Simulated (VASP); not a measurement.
Write the native input for VASP 6.6.1 that does the following.

| Property | Result |
| --- | --- |
| Task | single point |
| Functional | PBE |
| Potentials or basis | VASP PAW PBE potentials, release 64 (Hg, Te) |
| Cutoff | 520 eV |
| k mesh | 6 × 6 × 6 |
| Occupations | fermi-dirac, width 0.02 eV |
| Spin | no spin polarisation |
| Dipole correction | no |
| Further INCAR settings | ALGO = Normal; EDIFF = 1e-06; NBANDS = 16 |

The structure of HgTe lies in POSCAR:

```
HgTe
1.0
    0.0000000000      3.2891578920      3.2891578920
    3.2891578920      0.0000000000      3.2891578920
    3.2891578920      3.2891578920      0.0000000000
Hg Te
1 1
Direct
    0.0000000000      0.0000000000      0.0000000000
    0.2500000000      0.2500000000      0.2500000000
```

One way to write it, as run:

INCAR

```
SYSTEM = HgTe
PREC = Accurate
ENCUT = 520
EDIFF = 1E-6
ISMEAR = -1
SIGMA = 0.02
LREAL = .False.
LASPH = .True.
NELM = 100
ALGO = Normal
ISIF = 2
LWAVE = .False.
LCHARG = .False.
GGA = PE
NBANDS = 16
```

KPOINTS

```
Automatic mesh
0
Gamma
  6 6 6
  0 0 0
```

Potentials or basis: VASP PAW PBE potentials, release 64 (Hg, Te).

Launch:

```console
$ cat potpaw_PBE.64/Hg/POTCAR potpaw_PBE.64/Te/POTCAR > POTCAR
$ mpirun -np 1 vasp_std > vasp.out
```

It gave:

```yaml
Pressure: 1.3 GPa
Band_gap_on_the_k_mesh: zero (filled and empty bands touch)
```

Caveat: spin-orbit coupling is left out, which moves the levels of the heavy elements.

It took 30 s on 1 thread of Intel(R) Xeon(R) Platinum 8488C (Sapphire Rapids), with other jobs on the host, peak memory 0.21 GiB.
